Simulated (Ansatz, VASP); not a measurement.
# SnO2 in VASP and in Ansatz

```
Sn O
1.0
     4.78800    0.03591    0.03591
     0.03650    4.86658    0.03650
     0.02431    0.02431    3.24090
Sn O
2 4
Direct
  0.50000 0.50000 0.50000
  0.00000 0.00000 0.00000
  0.29185 0.32104 0.00000
  0.79185 0.17896 0.50000
  0.20814 0.82104 0.50000
  0.70815 0.67896 0.00000
```

Alike in both runs: task single point; functional LDA; k mesh 4 × 4 × 6; occupations gaussian, width 0.05 eV; no spin polarisation.

|  | VASP | Ansatz |
| --- | --- | --- |
| version | VASP 6.6.1 | Ansatz 0.2.0 |
| potentials or method | VASP PAW LDA potentials, release 64 (Sn_d, O), cutoff 520 eV | plane waves, PAW |
| valence electrons in the cell | 52 | 52 |

```csv
,VASP,Ansatz,Ansatz less VASP
pressure (GPa),-10.3,-11.1,-0.79
"traceless stress, the component that is largest in VASP (GPa)",-2.52,-2.50,+0.026
```

LDA's correlation is that of Perdew and Zunger in VASP and of Perdew and Wang (1992) in Ansatz.
